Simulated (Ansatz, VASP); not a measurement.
W: VASP beside Ansatz

```
CELL_PARAMETERS angstrom
2.68520 1.55030 9.08767
-2.68520 1.55030 9.08767
0.00000 -3.10060 9.08767
ATOMIC_POSITIONS crystal
W 0.04580 0.54885 0.04580
W 0.04580 0.04580 0.54885
W 0.54885 0.04580 0.04580
W 0.95420 0.45115 0.95420
W 0.45115 0.95420 0.95420
W 0.95420 0.95420 0.45115
W 0.20719 0.70670 0.20719
W 0.20719 0.20719 0.70670
W 0.70670 0.20719 0.20719
W 0.79281 0.29330 0.79281
W 0.29330 0.79281 0.79281
W 0.79281 0.79281 0.29330
```

Alike in both runs: functional PBEsol; k mesh 3 × 3 × 3; occupations gaussian, width 0.1 eV; no spin polarisation.

Ansatz relaxed the structure, and its values are those at the end. VASP's run is a single point on that final structure, the one shown.

|  | VASP | Ansatz |
| --- | --- | --- |
| version | VASP 6.6.1 | Ansatz 0.2.0 |
| potentials or method | VASP PAW PBE potentials, release 64 (W_sv), cutoff 520 eV | scalar-relativistic, plane waves, PAW |
| valence electrons in the cell | 168 | 168 |

|  | VASP | Ansatz | Ansatz less VASP |
| --- | --- | --- | --- |
| gap on the k mesh at the Fermi level (eV) | none | none | - |
| pressure (GPa) | 0.7 | 0.0 | -0.67 |
| rms of the force components (eV/Å) | 0.015 | 0.004 | -0.0107 |

VASP's potentials were made for PBE, not for PBEsol. A gap of «none» marks a metal or a gap that the smearing closes. With one functional, cell and mesh, what is left measures potentials, basis and numerics.

The k mesh is coarse, so the values compare programs but aren't converged. Spin-orbit coupling is off throughout.
